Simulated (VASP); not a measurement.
Wanted: the native input for a VASP 6.6.1 run.

| Property | Result |
| --- | --- |
| Task | single point |
| Functional | PBEsol |
| Potentials or basis | VASP PAW PBE potentials, release 64 (Os) |
| Cutoff | 520 eV |
| k mesh | 20 × 20 × 20 |
| Occupations | gaussian, width 0.15 eV |
| Spin | no spin polarisation |
| Dipole correction | no |
| Further INCAR settings | ALGO = Fast; EDIFF = 1e-06; NBANDS = 10 |

The structure of Os lies in POSCAR:

```
Os
1.0
    0.0000000000      2.0422500000      1.8477500000
    2.0422500000      0.0000000000      1.8477500000
    2.0422500000      2.0422500000      0.0000000000
Os
1
Direct
    0.0000000000      0.0000000000      0.0000000000
```

This cell differs from its parent crystal: strain +0.050 along x and y, -0.050 along z.

One way to write it, as run:

INCAR

```
ALGO     = Fast           # electronic algorithm
EDIFF    = 1E-6           # SCF threshold, eV
ENCUT    = 520            # plane-wave cutoff, eV
GGA      = PS             # functional
ISIF     = 2              # what is computed and relaxed
ISMEAR   = 0              # smearing method
LASPH    = T              # aspherical terms in the spheres
LCHARG   = T              # write CHGCAR
LELF     = T              # ELF
LREAL    = F              # projectors in reciprocal space
LVHAR    = T            
LWAVE    = F              # write WAVECAR
NBANDS   = 10             # bands
NELM     = 80             # most SCF steps
PREC     = Accurate       # precision mode
SIGMA    = 0.15           # smearing width, eV
```

KPOINTS

```
k-points
0
Gamma
  20 20 20
```

Potentials or basis: VASP PAW PBE potentials, release 64 (Os).

Command:

```console
$ cat potpaw_PBE.64/Os/POTCAR > POTCAR
$ mpirun -np 1 vasp_std > vasp.out
```

Results of the run:

- Pressure: -32.0 GPa
- Band gap on the k mesh: zero (band 4 reaches 10.50 eV, above the bottom of band 5 at 6.31 eV)

Caveat: the cell differs from its parent crystal (strain +0.050 along x and y, -0.050 along z); the PAW data sets were made with another functional, which shifts forces and pressure a little; spin-orbit coupling is left out, which moves the levels of the heavy elements.

Wall time 64 s on 1 thread of Intel(R) Xeon(R) Platinum 8259CL CPU @ 2.50GHz (Skylake/Cascade Lake), with other jobs on the host, peak memory 0.22 GiB.
